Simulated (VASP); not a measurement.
# As3O2 (Fmmm) in VASP: a series of runs

As3O2 is run at these levels: PBE; tasks: single point.

Everything below comes from runs of VASP 6.6.1. Logs are shortened: lines on timing, memory, paths and dates and some standing lists are left out, and cuts for length are marked.

## Step 1: The cell of the first run

Symmetry: Fmmm, No. 69, orthorhombic system. The conventional cell has a = 5.754 Å, b = 10.368 Å, c = 10.983 Å, α = 90.00°, β = 90.00°, γ = 90.00°. As (site symmetry m2m) has 6 O at 2.41 to 3.20 Å and 8 As at 2.48 to 3.30 Å within 3.4 Å. As (site symmetry m) has 4 O at 2.20 to 2.45 Å and 3 As at 2.48 to 3.06 Å within 3.1 Å. Within 2.9 Å of O (site symmetry 222) lie 4 As at 2.20 Å and 2 O at 2.88 Å. Within 3.3 Å of O (site symmetry 2mm) lie 6 As at 2.41 to 2.45 Å and 2 O at 2.50 to 3.26 Å.

The cell was built from a structure type or drawn by symmetry, and may not be a known phase.

## Step 2: Single point, PBE

Input file INCAR:

```
SYSTEM = As3O2
ALGO = Normal
EDIFF = 1E-6
ENCUT = 520
GGA = PE
ISIF = 2
ISMEAR = 0
LASPH = .True.
LCHARG = .False.
LREAL = .False.
LWAVE = .False.
NBANDS = 38
NELM = 60
PREC = Accurate
SIGMA = 0.1
```

Input file KPOINTS:

```
k-points
0
Gamma
  4 4 4
  0 0 0
```

Input file POSCAR:

```
As3O2
1.0
    0.0000000000      2.8769346047      5.1839096065
    5.4914504701      0.0000000000      5.1839096065
    5.4914504701      2.8769346047      0.0000000000
As O
6 4
Direct
    0.8283582832      0.8283582832      0.1716417168
    0.1716417168      0.1716417168      0.8283582832
    0.4992814959      0.2204306309      0.5007185041
    0.7795693691      0.5007185041      0.2204306309
    0.5007185041      0.7795693691      0.4992814959
    0.2204306309      0.4992814959      0.7795693691
    0.2500000000      0.2500000000      0.2500000000
    0.7500000000      0.7500000000      0.7500000000
    0.7171444015      0.2828555985      0.7171444015
    0.2828555985      0.7171444015      0.2828555985
```

Potentials or basis: VASP PAW PBE potentials, release 64 (As, O).

Run with:

```bash
$ cat potpaw_PBE.64/As/POTCAR potpaw_PBE.64/O/POTCAR > POTCAR
$ mpirun -np 1 vasp_std > vasp.out
```

OUTCAR:

```text
SYSTEM = As3O2
   EDIFF = 1E-6
   ENCUT = 520
   GGA = PE
   ISIF = 2
   ISMEAR = 0
   LASPH = .True.
   LREAL = .False.
   NELM = 60
   PREC = Accurate

 ion  position               nearest neighbor table
   1  0.828  0.828  0.172-  10 2.41   9 2.41   5 2.48   4 2.48
   2  0.172  0.172  0.828-  10 2.41   9 2.41   6 2.48   3 2.48
   3  0.499  0.220  0.501-   7 2.20   8 2.20   2 2.48   4 2.91
   4  0.780  0.501  0.220-   7 2.20   8 2.20   1 2.48   3 2.91
   5  0.501  0.780  0.499-   7 2.20   8 2.20   1 2.48   6 2.91
   6  0.220  0.499  0.780-   8 2.20   7 2.20   2 2.48   5 2.91
   7  0.250  0.250  0.250-   3 2.20   4 2.20   5 2.20   6 2.20
   8  0.750  0.750  0.750-   3 2.20   5 2.20   6 2.20   4 2.20
   9  0.717  0.283  0.717-   1 2.41   2 2.41
  10  0.283  0.717  0.283-   1 2.41   2 2.41

  LATTYP: Found a face centered orthorhombic cell.
 ALAT       =     5.7538692094
 B/A-ratio  =     1.8018864934
 C/A-ratio  =     1.9087852957

  Lattice vectors:

 A1 = (   5.4914504701,   0.0000000000,  -5.1839096065)
 A2 = (   5.4914504701,  -2.8769346047,   0.0000000000)
 A3 = (   0.0000000000,  -2.8769346047,  -5.1839096065)

Analysis of symmetry for initial positions (statically):
=====================================================================
 Subroutine PRICEL returns:
 Original cell was already a primitive cell.

 Routine SETGRP: Setting up the symmetry group for a
 face centered orthorhombic supercell.

 Subroutine GETGRP returns: Found  8 space group operations
 (whereof  8 operations were pure point group operations)
 out of a pool of  8 trial point group operations.

The static configuration has the point symmetry D_2h.

Analysis of symmetry for dynamics (positions and initial velocities):
=====================================================================
 Subroutine PRICEL returns:
 Original cell was already a primitive cell.

 Routine SETGRP: Setting up the symmetry group for a
 face centered orthorhombic supercell.

 Subroutine GETGRP returns: Found  8 space group operations
 (whereof  8 operations were pure point group operations)
 out of a pool of  8 trial point group operations.

The dynamic configuration has the point symmetry D_2h.

 Subroutine INISYM returns: Found  8 space group operations
 (whereof  8 operations are pure point group operations),
 and found     1 'primitive' translations

----------------------------------------------------------------------------------------

                                     Primitive cell

  volume of cell :     163.7964

  direct lattice vectors                    reciprocal lattice vectors
     0.000000000  2.876934605  5.183909607    -0.091050625  0.173796095  0.096452299
     5.491450470  0.000000000  5.183909607     0.091050625 -0.173796095  0.096452299
     5.491450470  2.876934605  0.000000000     0.091050625  0.173796095 -0.096452299

  length of vectors
     5.928715841  7.551751259  6.199417794     0.218628326  0.218628326  0.218628326

  position of ions in fractional coordinates (direct lattice)
     0.828358283  0.828358283  0.171641717
     0.171641717  0.171641717  0.828358283
     0.499281496  0.220430631  0.500718504
     0.779569369  0.500718504  0.220430631
     0.500718504  0.779569369  0.499281496
     0.220430631  0.499281496  0.779569369
     0.250000000  0.250000000  0.250000000
     0.750000000  0.750000000  0.750000000
     0.717144402  0.282855598  0.717144402
     0.282855598  0.717144402  0.282855598

  ion indices of the primitive-cell ions
   primitive index   ion index
                 1           1
                 2           2
                 3           3
                 4           4
                 5           5
                 6           6
                 7           7
                 8           8
                 9           9
                10          10

----------------------------------------------------------------------------------------

 KPOINTS: k-points

Automatic generation of k-mesh.
 Grid dimensions read from file:
 generate k-points for:    4    4    4

 Generating k-lattice:

  Cartesian coordinates                     Fractional coordinates (reciprocal lattice)
    -0.022762656  0.043449024  0.024113075     0.250000000  0.000000000  0.000000000
     0.022762656 -0.043449024  0.024113075     0.000000000  0.250000000  0.000000000
     0.022762656  0.043449024 -0.024113075     0.000000000  0.000000000  0.250000000

  Length of vectors
     0.054657082  0.054657082  0.054657082

  Shift w.r.t. Gamma in fractional coordinates (k-lattice)
     0.000000000  0.000000000  0.000000000

 Subroutine IBZKPT returns following result:
 ===========================================

 Found     18 irreducible k-points:

 Following reciprocal coordinates:
            Coordinates               Weight
  0.000000  0.000000  0.000000      1.000000
  0.250000 -0.000000 -0.000000      8.000000
  0.500000 -0.000000 -0.000000      4.000000
  0.250000  0.250000  0.000000      2.000000
  0.500000  0.250000  0.000000      8.000000
 -0.250000  0.250000  0.000000      4.000000
[... 10 lines left out ...]
 -0.250000  0.250000  0.500000      2.000000
  0.000000  0.500000  0.500000      1.000000
   k-points           NKPTS =     18   k-points in BZ     NKDIM =     18   number of bands    NBANDS=     38
   number of dos      NEDOS =    301   number of ions     NIONS =     10
   total plane-waves  NPLWV = 129024
   dimension x,y,z NGX =    48 NGY =   56 NGZ =   48
   dimension x,y,z NGXF=    96 NGYF=  112 NGZF=   96
   ions per type =               6   4
   NGX,Y,Z   is equivalent  to a cutoff of  13.46, 12.33, 12.87 a.u.
   NGXF,Y,Z  is equivalent  to a cutoff of  26.92, 24.66, 25.74 a.u.
 SYSTEM =  As3O2
   PREC   = accura    normal or accurate (medium, high low for compatibility)
   ISTART =      0    job   : 0-new  1-cont  2-samecut
   ICHARG =      2    charge: 1-file 2-atom 10-const
   ISPIN  =      1    spin polarized calculation?
   LNONCOLLINEAR =      F non collinear calculations
   LSORBIT =      F    spin-orbit coupling
   LASPH  =      T    aspherical Exc in radial PAW
   ENCUT  =  520.0 eV  38.22 Ry    6.18 a.u.  11.02 14.04 11.53*2*pi/ulx,y,z
   NELM   =     60;   NELMIN=  2; NELMDL= -5     # of ELM steps
   EDIFF  = 0.1E-05   stopping-criterion for ELM
   LREAL  =      F    real-space projection
[... 7 lines left out ...]
   TEBEG  =    0.0;   TEEND  =   0.0 temperature during run
   PSTRESS=    0.0 pullay stress
   NELECT =      54.0000    total number of electrons
   NUPDOWN=      -1.0000    fix difference up-down
   EMIN   =  10.00;   EMAX   =-10.00  energy-range for DOS
   EFERMI =   0.00;   METHOD = LEGACY
   ISMEAR =     0;   SIGMA  =   0.10  broadening in eV -4-tet -1-fermi 0-gaus
   EFERMI_NEDOS =   21; number of points for ismear=-14 and -15
   IALGO  =     38    algorithm
   IMIX   =      4    mixing-type and parameters
     AMIX     =   0.40;   BMIX     =  1.00
     AMIX_MAG =   1.60;   BMIX_MAG =  1.00
  volume/ion in A,a.u.               =      16.38       110.54
  Fermi-wavevector in a.u.,A,eV,Ry     =   1.130936  2.137159 17.402064  1.279016
  Thomas-Fermi vector in A             =   2.267633
   LORBIT       =      0    0 simple, 1 ext, 2 COOP (PROOUT), +10 PAW based schemes
   GGA     = PE    functional components
   LHFCALC =     F    Hartree Fock is set to
   AEXX    =    0.0000 exact exchange contribution
   IVDW    =     0    specifies the selected vdW correction
   LEPSILON=     F    determine dielectric tensor
   LRPA    =     F    only Hartree local field effects (RPA)
 non-spin polarized calculation
 Gauss-broadening in eV      SIGMA  =   0.10
  energy-cutoff  :      520.00
  volume of cell :      163.80
 maximum number of plane-waves:      4427
 NGX is ok and might be reduce to    48
   NGX = 23   NGY = 29   NGZ = 23

 number of electron      54.0000002 magnetization

 Free energy of the ion-electron system (eV)
  ---------------------------------------------------
  ext. energy  EPLUGINS =         0.00000000
  ---------------------------------------------------
  free energy    TOTEN  =       -48.69860753 eV

  energy without entropy =      -48.68899689  energy(sigma->0) =      -48.69380221

 E-fermi :   4.8005     XC(G=0): -10.0437

 val. band max:        4.7249343568   @ k =   0.0000   0.0000   0.0000
 cond. band min:       4.8040634635   @ k =   0.5000  -0.0000  -0.0000
 fundamental gap:      0.0791291067
 Fermi energy:         4.8005200105

 k-point     1 :       0.0000    0.0000    0.0000
  band No.  band energies     occupation
      1     -15.0054      2.00000
      2     -13.9270      2.00000
      3     -13.5788      2.00000
      4     -12.5511      2.00000
      5      -7.6527      2.00000
      6      -7.0760      2.00000
[... 30 lines left out ...]
     37       8.0393      0.00000
     38       9.0631      0.00000

 k-point     2 :       0.2500   -0.0000   -0.0000
  band No.  band energies     occupation
      1     -14.8559      2.00000
      2     -14.0980      2.00000
      3     -13.5216      2.00000
      4     -12.6559      2.00000
      5      -7.8647      2.00000
      6      -7.4998      2.00000
[... 30 lines left out ...]
     37       8.4980      0.00000
     38       8.6578      0.00000

 k-point     3 :       0.5000   -0.0000   -0.0000
  band No.  band energies     occupation
      1     -14.4938      2.00000
      2     -14.4796      2.00000
      3     -13.4419      2.00000
      4     -12.7850      2.00000
      5      -7.9723      2.00000
      6      -7.8569      2.00000
[... 30 lines left out ...]
     37       8.3700      0.00000
[... 535 lines left out ...]
 k-point    17 :      -0.2500    0.2500    0.5000
  band No.  band energies     occupation
      1     -14.8999      2.00000
      2     -13.9379      2.00000
      3     -13.6381      2.00000
      4     -12.5526      2.00000
      5      -8.7526      2.00000
      6      -7.7459      2.00000
[... 30 lines left out ...]
     37       8.7207      0.00000
     38       8.7550      0.00000

 k-point    18 :       0.0000    0.5000    0.5000
  band No.  band energies     occupation
      1     -14.9093      2.00000
      2     -13.9322      2.00000
      3     -13.6879      2.00000
      4     -12.5531      2.00000
      5      -8.3878      2.00000
      6      -7.5926      2.00000
[... 30 lines left out ...]
     37       8.3696      0.00000
     38       8.5108      0.00000

------------------------ aborting loop because EDIFF is reached ----------------------------------------

  FORCE on cell =-STRESS in cart. coord.  units (eV):
  Direction    XX          YY          ZZ          XY          YZ          ZX
  --------------------------------------------------------------------------------------
  -------------------------------------------------------------------------------------
  Total        0.3942382      0.0189668      0.1786161      0.0000000     -0.0000000      0.0000000
  in kB        3.8562463      0.1855245      1.7471355      0.0000000     -0.0000000      0.0000000
  external PRESSURE =       1.9296354 kB  Pullay stress =       0.0000000 kB

 VOLUME and BASIS-vectors are now :
 -----------------------------------------------------------------------------
  energy-cutoff  :      520.00
  volume of cell :      163.80
      direct lattice vectors                 reciprocal lattice vectors
     0.000000000  2.876934605  5.183909607    -0.091050625  0.173796095  0.096452299
     5.491450470  0.000000000  5.183909607     0.091050625 -0.173796095  0.096452299
     5.491450470  2.876934605  0.000000000     0.091050625  0.173796095 -0.096452299

 POSITION                                       TOTAL-FORCE (eV/Angst)
 -----------------------------------------------------------------------------------
      5.49145      2.87693      8.58827         0.000000      0.000000      0.095650
      5.49145      2.87693      1.77955         0.000000      0.000000     -0.095650
      3.96015      2.87693      3.73092        -0.036410      0.000000      0.067983
      3.96015      2.87693      6.63690        -0.036410      0.000000     -0.067983
      7.02275      2.87693      6.63690         0.036410      0.000000     -0.067983
      7.02275      2.87693      3.73092         0.036410      0.000000      0.067983
      2.74573      1.43847      2.59195        -0.000000      0.000000      0.000000
      8.23718      4.31540      7.77586         0.000000     -0.000000      0.000000
      5.49145      4.12636      5.18391         0.000000      0.030338      0.000000
      5.49145      1.62751      5.18391         0.000000     -0.030338      0.000000
 -----------------------------------------------------------------------------------
    total drift:                               -0.000000     -0.000000     -0.000000

  FREE ENERGIE OF THE ION-ELECTRON SYSTEM (eV)
  ---------------------------------------------------
  free  energy   TOTEN  =       -48.6986075325 eV

  energy  without entropy=      -48.6889968884  energy(sigma->0) =      -48.69380221
```

Run time: 1.7 min. Hardware: 1 thread of Intel Xeon 6975P-C (Granite Rapids), shared host; peak memory 0.37 GiB.

Results:

- Free energy: -48.6986 eV
- Pressure: 0.2 GPa
- Largest force: 0.096 eV/Å
- Band gap on the k mesh: zero (bands 27 and 28 overlap by 0.24 eV)

Forces on the atoms (eV/Å):
```
As   0.000  0.000  0.096
As   0.000  0.000 -0.096
As  -0.036  0.000  0.068
As  -0.036  0.000 -0.068
As   0.036  0.000 -0.068
As   0.036  0.000  0.068
O    0.000  0.000  0.000
O    0.000  0.000  0.000
O    0.000  0.030  0.000
O    0.000 -0.030  0.000
```

Levels at points of the mesh, in eV from the Fermi level:
```tsv
k point	band 25	band 26	band 27	band 28	band 29	band 30
(0.00, 0.00, 0.00)	-1.23	-0.35	-0.35	-0.11	-0.08	0.63
(0.50, 0.00, 0.00)	-1.38	-1.03	0.00	0.24	0.71	1.15
(0.50, 0.50, 0.00)	-1.79	-1.47	-1.31	0.59	0.81	1.70
(0.50, 0.00, 0.50)	-1.86	-1.10	-0.99	1.51	1.57	1.68
(0.00, 0.50, 0.50)	-1.03	-0.90	-0.26	0.54	0.68	1.37
```

## Step 3: Single point, PBE

This run uses another cell than the first one, of 19.78 Å³/atom.

Input file INCAR:

```
SYSTEM = As3O2
PREC = Accurate
ENCUT = 520
EDIFF = 1E-7
ISMEAR = 0
SIGMA = 0.1
LREAL = .False.
LASPH = .True.
NELM = 60
ALGO = Normal
ISIF = 2
LWAVE = .False.
LCHARG = .False.
GGA = PE
NBANDS = 38
```

Input file KPOINTS:

```
Automatic mesh
0
Gamma
  4 4 4
  0 0 0
```

Input file POSCAR:

```
As3O2
1.0
    0.0000000000      4.1306135000      6.2535325300
    3.8291342100      0.0000000000      6.2535325300
    3.8291342100      4.1306135000      0.0000000000
As O
6 4
Direct
    0.8528821500      0.8528821500      0.1471178500
    0.1471178500      0.1471178500      0.8528821500
    0.7204356000      0.1332809800      0.2795644000
    0.8667190200      0.2795644000      0.1332809800
    0.2795644000      0.8667190200      0.7204356000
    0.1332809800      0.7204356000      0.8667190200
    0.2500000000      0.2500000000      0.2500000000
    0.7500000000      0.7500000000      0.7500000000
    0.7203946100      0.2796053900      0.7203946100
    0.2796053900      0.7203946100      0.2796053900
```

Potentials or basis: VASP PAW PBE potentials, release 64 (As, O).

Run with:

```bash
$ cat potpaw_PBE.64/As/POTCAR potpaw_PBE.64/O/POTCAR > POTCAR
$ mpirun -np 1 vasp_std > vasp.out
```

Wall time 1.9 min (1 thread of Intel Xeon 6975P-C (Granite Rapids), shared host); peak memory 0.39 GiB.

It converged, with:

* Free energy: -15.2378 eV
* Pressure: 46.0 GPa
* Largest force: 19.043 eV/Å
* Band gap on the k mesh: zero (bands 27 and 28 overlap by 0.31 eV)

Forces in eV/Å, atoms in the order of the input:
```
As    0.000   0.000 -19.043
As    0.000   0.000  19.043
As   16.411   0.000  -9.466
As   16.411   0.000   9.466
As  -16.411   0.000   9.466
As  -16.411   0.000  -9.466
O     0.000   0.000   0.000
O     0.000   0.000   0.000
O     0.000  -0.102   0.000
O     0.000   0.102   0.000
```

Stress tensor (GPa, compression positive):
```
 74.10   0.00   0.00
  0.00 -11.84   0.00
  0.00   0.00  75.70
```

Levels at points of the mesh, in eV from the Fermi level:
```tsv
k point	band 24	band 25	band 26	band 27	band 28	band 29	band 30	band 31
(0.00, 0.00, 0.00)	-0.32	-0.17	-0.10	0.00	0.20	0.26	0.29	0.73
(0.50, 0.00, 0.00)	-0.67	-0.57	-0.32	-0.03	0.06	0.30	0.42	0.74
(0.50, 0.50, 0.00)	-0.65	-0.61	0.21	0.25	0.30	0.34	0.45	0.50
(0.50, 0.00, 0.50)	-0.47	-0.42	-0.29	-0.15	0.12	0.13	0.21	0.33
(0.00, 0.50, 0.50)	-0.70	-0.45	-0.39	-0.22	0.02	0.31	0.40	0.52
```

Caveat: the cell stands under pressure; forces of over 1 eV/Å act on the atoms, so gaps and moduli don't describe the material at rest.

## Step 4: Single point, PBE

This run uses another cell than the first one, of 16.60 Å³/atom.

Input file INCAR:

```
PREC = Accurate
ENCUT = 520
EDIFF = 1E-6
ISMEAR = 0
SIGMA = 0.1
LREAL = F
LASPH = T
NELM = 80
ALGO = Normal
ISIF = 2
LWAVE = F
LCHARG = F
GGA = PE
NBANDS = 38
```

Input file KPOINTS:

```
regular mesh
0
Gamma
  8 8 8
```

Input file POSCAR:

```
As3O2
1.0
    0.0000000000      5.3252995349      5.9179188527
    2.6331659039      0.0000000000      5.9179188527
    2.6331659039      5.3252995349      0.0000000000
As O
6 4
Direct
    0.8554773548      0.1445226452      0.8554773548
    0.1445226452      0.8554773548      0.1445226452
    0.2087828088      0.5015418641      0.4984581359
    0.5015418641      0.2087828088      0.7912171912
    0.7912171912      0.4984581359      0.5015418641
    0.4984581359      0.7912171912      0.2087828088
    0.2500000000      0.2500000000      0.2500000000
    0.7500000000      0.7500000000      0.7500000000
    0.2370229508      0.7629770492      0.7629770492
    0.7629770492      0.2370229508      0.2370229508
```

Run with:

```bash
$ cat potpaw_PBE.64/As/POTCAR potpaw_PBE.64/O/POTCAR > POTCAR
$ mpirun -np 1 vasp_std > vasp.out
```

Run time: 6 min. Hardware: 1 thread of Intel Xeon 6975P-C (Granite Rapids), shared host; peak memory 0.65 GiB.

It converged, with:

```
Free energy            : -48.8705 eV
Pressure               : 0.1 GPa
Largest force          : 0.073 eV/Å
Band gap on the k mesh : zero (bands 27 and 28 overlap by 0.83 eV)
```

Forces in eV/Å, atoms in the order of the input:
```
As   0.000 -0.073  0.000
As   0.000  0.073  0.000
As   0.000  0.027  0.020
As   0.000 -0.027  0.020
As   0.000 -0.027 -0.020
As   0.000  0.027 -0.020
O    0.000  0.000  0.000
O    0.000  0.000  0.000
O   -0.062  0.000  0.000
O    0.062  0.000  0.000
```

Stress tensor (GPa, compression positive):
```
 0.12  0.00  0.00
 0.00  0.20  0.00
 0.00  0.00 -0.02
```

Levels at points of the mesh, in eV from the Fermi level:
| k point | band 24 | band 25 | band 26 | band 27 | band 28 | band 29 | band 30 | band 31 |
| --- | --- | --- | --- | --- | --- | --- | --- | --- |
| (0.00, 0.00, 0.00) | -1.85 | -1.55 | -0.92 | -0.75 | -0.06 | 0.31 | 0.76 | 1.62 |
| (0.50, 0.00, 0.00) | -1.51 | -1.19 | -1.16 | -0.09 | 0.27 | 0.78 | 0.92 | 1.78 |
| (0.50, 0.50, 0.00) | -2.09 | -1.24 | -0.35 | -0.11 | 0.08 | 0.82 | 1.07 | 1.38 |
| (0.50, 0.00, 0.50) | -2.13 | -2.03 | -1.34 | -0.91 | -0.41 | 0.38 | 1.29 | 1.39 |
| (0.00, 0.50, 0.50) | -2.12 | -1.78 | -1.72 | -0.49 | 0.86 | 0.99 | 1.41 | 1.62 |

## Step 5: Summary

```csv
cell,k mesh,gap on the mesh (eV),pressure (GPa),largest force (eV/Å)
"a = 5.929, b = 7.552, c = 6.199 Å, angles 49.9, 77.0, 53.1°, 10 atoms, atomic positions A",4 × 4 × 4,none,0.2,0.10
"a = 7.495, b = 7.333, c = 5.632 Å, angles 69.2, 66.2, 44.6°, 10 atoms, atomic positions B",4 × 4 × 4,none,46.0,19.04
"a = 7.961, b = 6.477, c = 5.941 Å, angles 79.6, 53.2, 47.2°, 10 atoms, atomic positions C",8 × 8 × 8,none,0.1,0.07
```

Alike in all rows: task single point; level PBE; potentials or basis VASP PAW PBE potentials, release 64 (As, O); no spin polarisation; cutoff (eV) 520; smearing gaussian 0.1 eV.

Caveats: the cell stands under pressure (at least some runs); forces of over 1 eV/Å act on the atoms, so gaps and moduli don't describe the material at rest (at least some runs).

Absolute energies hang on the potentials; compare differences alone.
